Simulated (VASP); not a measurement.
# Rb (Im-3m) in VASP: notebook, part 2 of 2

VASP 6.6.1. Earlier steps stand in the parts before.

## 5. Single point, PBEsol

This run uses another cell than the first one, of 82.76 Å³/atom, 0.940 times its volume.

INCAR reads:

```
SYSTEM = Rb
PREC = Accurate
ENCUT = 520
EDIFF = 1E-6
ISMEAR = -1
SIGMA = 0.05
LREAL = .FALSE.
LASPH = .TRUE.
NELM = 80
ALGO = Normal
ISIF = 2
LWAVE = .FALSE.
LCHARG = .FALSE.
GGA = PS
NBANDS = 10
```

KPOINTS reads:

```
regular mesh
0
G
  7 7 7
  0 0 0
```

POSCAR reads:

```
Rb
1.0
   -2.7452900697      2.7452900697      2.7452900697
    2.7452900697     -2.7452900697      2.7452900697
    2.7452900697      2.7452900697     -2.7452900697
Rb
1
Direct
    0.0000000000      0.0000000000      0.0000000000
```

Potentials or basis: VASP PAW PBE potentials, release 64 (Rb_sv).

Run with:

```console
$ cat potpaw_PBE.64/Rb_sv/POTCAR > POTCAR
$ mpirun -np 1 vasp_std > vasp.out
```

OUTCAR:

```text
SYSTEM = Rb
   PREC = Accurate
   ENCUT = 520
   EDIFF = 1E-6
   ISMEAR = -1
   LREAL = .FALSE.
   LASPH = .TRUE.
   NELM = 80
   ISIF = 2
   GGA = PS

 ion  position               nearest neighbor table
   1  0.000  0.000  0.000-

  LATTYP: Found a body centered cubic cell.
 ALAT       =     5.4905801394

  Lattice vectors:

 A1 = (  -2.7452900697,   2.7452900697,   2.7452900697)
 A2 = (   2.7452900697,  -2.7452900697,   2.7452900697)
 A3 = (   2.7452900697,   2.7452900697,  -2.7452900697)

Analysis of symmetry for initial positions (statically):
=====================================================================
 Subroutine PRICEL returns:
 Original cell was already a primitive cell.

 Routine SETGRP: Setting up the symmetry group for a
 body centered cubic supercell.

 Subroutine GETGRP returns: Found 48 space group operations
 (whereof 48 operations were pure point group operations)
 out of a pool of 48 trial point group operations.

The static configuration has the point symmetry O_h .

Analysis of symmetry for dynamics (positions and initial velocities):
=====================================================================
 Subroutine PRICEL returns:
 Original cell was already a primitive cell.

 Routine SETGRP: Setting up the symmetry group for a
 body centered cubic supercell.

 Subroutine GETGRP returns: Found 48 space group operations
 (whereof 48 operations were pure point group operations)
 out of a pool of 48 trial point group operations.

The dynamic configuration has the point symmetry O_h .

 Subroutine INISYM returns: Found 48 space group operations
 (whereof 48 operations are pure point group operations),
 and found     1 'primitive' translations

----------------------------------------------------------------------------------------

                                     Primitive cell

  volume of cell :      82.7608

  direct lattice vectors                    reciprocal lattice vectors
    -2.745290070  2.745290070  2.745290070     0.000000000  0.182130116  0.182130116
     2.745290070 -2.745290070  2.745290070     0.182130116  0.000000000  0.182130116
     2.745290070  2.745290070 -2.745290070     0.182130116  0.182130116  0.000000000

  length of vectors
     4.754981882  4.754981882  4.754981882     0.257570881  0.257570881  0.257570881

  position of ions in fractional coordinates (direct lattice)
     0.000000000  0.000000000  0.000000000

  ion indices of the primitive-cell ions
   primitive index   ion index
                 1           1

----------------------------------------------------------------------------------------

 KPOINTS: regular mesh

Automatic generation of k-mesh.
 Grid dimensions read from file:
 generate k-points for:    7    7    7

 Generating k-lattice:

  Cartesian coordinates                     Fractional coordinates (reciprocal lattice)
     0.000000000  0.026018588  0.026018588     0.142857143  0.000000000  0.000000000
     0.026018588  0.000000000  0.026018588     0.000000000  0.142857143  0.000000000
     0.026018588  0.026018588  0.000000000     0.000000000  0.000000000  0.142857143

  Length of vectors
     0.036795840  0.036795840  0.036795840

  Shift w.r.t. Gamma in fractional coordinates (k-lattice)
     0.000000000  0.000000000  0.000000000

 Subroutine IBZKPT returns following result:
 ===========================================

 Found     20 irreducible k-points:

 Following reciprocal coordinates:
            Coordinates               Weight
  0.000000  0.000000  0.000000      1.000000
  0.142857  0.000000  0.000000     12.000000
  0.285714  0.000000  0.000000     12.000000
  0.428571  0.000000  0.000000     12.000000
  0.142857  0.142857  0.000000     24.000000
  0.285714  0.142857 -0.000000     48.000000
[... 12 lines left out ...]
 -0.428571 -0.428571  0.285714      8.000000
 -0.428571  0.428571  0.428571      6.000000
   k-points           NKPTS =     20   k-points in BZ     NKDIM =     20   number of bands    NBANDS=     10
   number of dos      NEDOS =    301   number of ions     NIONS =      1
   total plane-waves  NPLWV =  46656
   dimension x,y,z NGX =    36 NGY =   36 NGZ =   36
   dimension x,y,z NGXF=    72 NGYF=   72 NGZF=   72
   ions per type =               1
   NGX,Y,Z   is equivalent  to a cutoff of  12.59, 12.59, 12.59 a.u.
   NGXF,Y,Z  is equivalent  to a cutoff of  25.17, 25.17, 25.17 a.u.
 SYSTEM =  Rb
   PREC   = accura    normal or accurate (medium, high low for compatibility)
   ISTART =      0    job   : 0-new  1-cont  2-samecut
   ICHARG =      2    charge: 1-file 2-atom 10-const
   ISPIN  =      1    spin polarized calculation?
   LNONCOLLINEAR =      F non collinear calculations
   LSORBIT =      F    spin-orbit coupling
   LASPH  =      T    aspherical Exc in radial PAW
   ENCUT  =  520.0 eV  38.22 Ry    6.18 a.u.   8.84  8.84  8.84*2*pi/ulx,y,z
   NELM   =     80;   NELMIN=  2; NELMDL= -5     # of ELM steps
   EDIFF  = 0.1E-05   stopping-criterion for ELM
   LREAL  =      F    real-space projection
   EDIFFG = 0.1E-04   stopping-criterion for IOM
   NSW    =      0    number of steps for IOM
   IBRION =     -1    ionic relax: 0-MD 1-quasi-New 2-CG
   NFREE  =      0    steps in history (QN), initial steepest desc. (CG)
   ISIF   =      2    stress and relaxation
   ISYM   =      2    0-nonsym 1-usesym 2-fastsym
   POTIM  = 0.5000    time-step for ionic-motion
   TEBEG  =    0.0;   TEEND  =   0.0 temperature during run
   PSTRESS=    0.0 pullay stress
   NELECT =       9.0000    total number of electrons
   NUPDOWN=      -1.0000    fix difference up-down
   EMIN   =  10.00;   EMAX   =-10.00  energy-range for DOS
   EFERMI =   0.00;   METHOD = LEGACY
   ISMEAR =    -1;   SIGMA  =   0.05  broadening in eV -4-tet -1-fermi 0-gaus
   EFERMI_NEDOS =   21; number of points for ismear=-14 and -15
   IALGO  =     38    algorithm
   IMIX   =      4    mixing-type and parameters
     AMIX     =   0.40;   BMIX     =  1.00
     AMIX_MAG =   1.60;   BMIX_MAG =  1.00
  volume/ion in A,a.u.               =      82.76       558.50
  Fermi-wavevector in a.u.,A,eV,Ry     =   0.781413  1.476657  8.307808  0.610607
  Thomas-Fermi vector in A             =   1.884926
   LORBIT       =      0    0 simple, 1 ext, 2 COOP (PROOUT), +10 PAW based schemes
   GGA     = PS    functional components
   LHFCALC =     F    Hartree Fock is set to
   AEXX    =    0.0000 exact exchange contribution
   IVDW    =     0    specifies the selected vdW correction
   LEPSILON=     F    determine dielectric tensor
   LRPA    =     F    only Hartree local field effects (RPA)
 non-spin polarized calculation
  energy-cutoff  :      520.00
  volume of cell :       82.76
 maximum number of plane-waves:      2256
   NGX = 17   NGY = 17   NGZ = 17

 number of electron       9.0000000 magnetization

 Free energy of the ion-electron system (eV)
  ---------------------------------------------------
  ext. energy  EPLUGINS =         0.00000000
  ---------------------------------------------------
  free energy    TOTEN  =        -1.02940369 eV

  energy without entropy =       -1.02166060  energy(sigma->0) =       -1.02553214

 E-fermi :   0.1541     XC(G=0):  -5.7627

 val. band max:        0.1079127260   @ k =  -0.2857   0.4286   0.1429
 cond. band min:       0.2628241065   @ k =  -0.4286   0.4286   0.1429
 fundamental gap:      0.1549113805
 Fermi energy:         0.1541039042

 k-point     1 :       0.0000    0.0000    0.0000
  band No.  band energies     occupation
      1     -28.6456      2.00000
      2     -12.6812      2.00000
      3     -12.6812      2.00000
      4     -12.6812      2.00000
      5      -1.9423      2.00000
      6       3.9283      0.00000
      7       3.9283      0.00000
      8       3.9283      0.00000
      9       4.9436      0.00000
     10       4.9436      0.00000

 k-point     2 :       0.1429    0.0000    0.0000
  band No.  band energies     occupation
      1     -28.6443      2.00000
      2     -12.7071      2.00000
      3     -12.6895      2.00000
      4     -12.6812      2.00000
      5      -1.6816      2.00000
      6       3.4861      0.00000
      7       3.6096      0.00000
      8       4.1769      0.00000
      9       4.6573      0.00000
     10       4.8680      0.00000
[... 222 lines left out ...]
 k-point    20 :      -0.4286    0.4286    0.4286
  band No.  band energies     occupation
      1     -28.6342      2.00000
      2     -12.7755      2.00000
      3     -12.7710      2.00000
      4     -12.7710      2.00000
      5       1.2191      0.00000
      6       1.4525      0.00000
      7       3.4508      0.00000
      8       3.5707      0.00000
      9       3.5707      0.00000
     10       6.0592      0.00000

------------------------ aborting loop because EDIFF is reached ----------------------------------------

  FORCE on cell =-STRESS in cart. coord.  units (eV):
  Direction    XX          YY          ZZ          XY          YZ          ZX
  --------------------------------------------------------------------------------------
  -------------------------------------------------------------------------------------
  Total        0.0650856      0.0650856      0.0650856      0.0000000      0.0000000     -0.0000000
  in kB        1.2600014      1.2600014      1.2600014      0.0000000      0.0000000     -0.0000000
  external PRESSURE =       1.2600014 kB  Pullay stress =       0.0000000 kB

 VOLUME and BASIS-vectors are now :
 -----------------------------------------------------------------------------
  energy-cutoff  :      520.00
  volume of cell :       82.76
      direct lattice vectors                 reciprocal lattice vectors
    -2.745290070  2.745290070  2.745290070     0.000000000  0.182130116  0.182130116
     2.745290070 -2.745290070  2.745290070     0.182130116  0.000000000  0.182130116
     2.745290070  2.745290070 -2.745290070     0.182130116  0.182130116  0.000000000

 POSITION                                       TOTAL-FORCE (eV/Angst)
 -----------------------------------------------------------------------------------
      0.00000      0.00000      0.00000         0.000000     -0.000000     -0.000000
 -----------------------------------------------------------------------------------
    total drift:                               -0.000000      0.000000      0.000000

  FREE ENERGIE OF THE ION-ELECTRON SYSTEM (eV)
  ---------------------------------------------------
  free  energy   TOTEN  =        -1.0294036874 eV

  energy  without entropy=       -1.0216605991  energy(sigma->0) =       -1.02553214
```

OSZICAR:

```text
N       E                     dE             d eps       ncg     rms          rms(c)
DAV:   1     0.405903859697E+02    0.40590E+02   -0.33745E+03   400   0.659E+02
DAV:   2     0.140482029410E+01   -0.39186E+02   -0.38243E+02   440   0.124E+02
DAV:   3    -0.921402639210E+00   -0.23262E+01   -0.23209E+01   524   0.311E+01
DAV:   4    -0.102891249014E+01   -0.10751E+00   -0.10738E+00   566   0.578E+00
DAV:   5    -0.103013148312E+01   -0.12190E-02   -0.12190E-02   500   0.645E-01    0.126E+00
DAV:   6    -0.102926171336E+01    0.86977E-03   -0.26860E-03   536   0.283E-01    0.771E-01
DAV:   7    -0.102932499427E+01   -0.63281E-04   -0.41025E-03   552   0.358E-01    0.647E-02
DAV:   8    -0.102939530506E+01   -0.70311E-04   -0.14894E-04   452   0.104E-01    0.210E-02
DAV:   9    -0.102940386841E+01   -0.85634E-05   -0.14657E-05   578   0.268E-02    0.557E-03
DAV:  10    -0.102940368737E+01    0.18104E-06   -0.42285E-06   466   0.118E-02
   1 F= -.10294037E+01 E0= -.10255321E+01  d E =-.774309E-02
```

stdout:

```text
POSCAR found type information on POSCAR Rb
 POSCAR found :  1 types and       1 ions
 scaLAPACK will be used
 -----------------------------------------------------------------------------
|                                                                             |
|                                                                             |
|     You enforced a specific xc type in the INCAR file but a different       |
|     I HOPE YOU KNOW WHAT YOU ARE DOING!                                     |
|                                                                             |
 -----------------------------------------------------------------------------

 LDA part: xc-table for (Slater+PW92), standard interpolation
 POSCAR, INCAR and KPOINTS ok, starting setup
 FFT: planning ... GRIDC
 FFT: planning ... GRID_SOFT
 FFT: planning ... GRID
 WAVECAR not read
 entering main loop
```

Wall time 7 s (1 thread of Intel Xeon 6975P-C (Granite Rapids), shared host); peak memory 0.19 GiB.

What came out:

| Quantity | Value |
| --- | --- |
| Free energy | -1.0294 eV |
| Pressure | 0.1 GPa |

Caveat: the PAW data sets were made with another functional, which shifts forces and pressure a little.

## 6. Overview

| level | cell | gap on the mesh (eV) | pressure (GPa) |
| --- | --- | --- | --- |
| RPBE | a = 4.854 Å, angles 109.5°, 1 atom | none | 0.4 |
| revPBE | a = 4.854 Å, angles 109.5°, 1 atom | none | 0.3 |
| BLYP | a = 4.854 Å, angles 109.5°, 1 atom | none | 0.2 |
| PBEsol | a = 4.755 Å, angles 109.5°, 1 atom | none | 0.1 |

Alike in all rows: task single point; potentials or basis VASP PAW PBE potentials, release 64 (Rb_sv); no spin polarisation; k mesh 7 × 7 × 7; cutoff (eV) 520; smearing fermi-dirac 0.05 eV.

Every run on the cell as given and a fine mesh finds a metal.

Caveats: the PAW data sets were made with another functional, which shifts forces and pressure a little.

Total energies depend on the potentials used, so only differences within one code and one set of settings carry meaning.
